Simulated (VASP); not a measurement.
Set up this calculation in VASP 6.6.1, as the native input.

```
Task                   : single point
Functional             : PBEsol
Potentials or basis    : VASP PAW PBE potentials, release 64 (Hf_pv, O)
Cutoff                 : 520 eV
k mesh                 : 6 × 6 × 6
Occupations            : gaussian, width 0.01 eV
Spin                   : no spin polarisation
Dipole correction      : no
Further INCAR settings : ALGO = Normal; EDIFF = 1e-06; NBANDS = 18
```

The structure of HfO2 lies in POSCAR:

```
HfO2
1.0
    0.0000000000      2.5291823194      2.5291823194
    2.5291823194      0.0000000000      2.5291823194
    2.5291823194      2.5291823194      0.0000000000
Hf O
1 2
Direct
    0.0000000000      0.0000000000      0.0000000000
    0.2500000000      0.2500000000      0.2500000000
    0.7500000000      0.7500000000      0.7500000000
```

The input as run:

INCAR

```
PREC = Accurate
ENCUT = 520
EDIFF = 1E-6
ISMEAR = 0
SIGMA = 0.01
LREAL = F
LASPH = T
NELM = 80
ALGO = Normal
ISIF = 2
LWAVE = F
LCHARG = T
GGA = PS
LELF = T
LVHAR = T
NBANDS = 18
```

KPOINTS

```
Automatic mesh
0
Gamma
  6 6 6
```

Potentials or basis: VASP PAW PBE potentials, release 64 (Hf_pv, O).

Launch:

```console
$ cat potpaw_PBE.64/Hf_pv/POTCAR potpaw_PBE.64/O/POTCAR > POTCAR
$ mpirun -np 1 vasp_std > vasp.out
```

It gave:

```json
{
  "Pressure": "-5.9 GPa",
  "Band gap on the k mesh": "3.69 eV, direct"
}
```

Caveat: the PAW data sets were made with another functional, which shifts forces and pressure a little; spin-orbit coupling is left out, which moves the levels of the heavy elements.

Run time: 8.4 s on 1 thread of AMD EPYC 7R13 Processor (Zen 3), with other jobs on the host, peak memory 0.13 GiB.
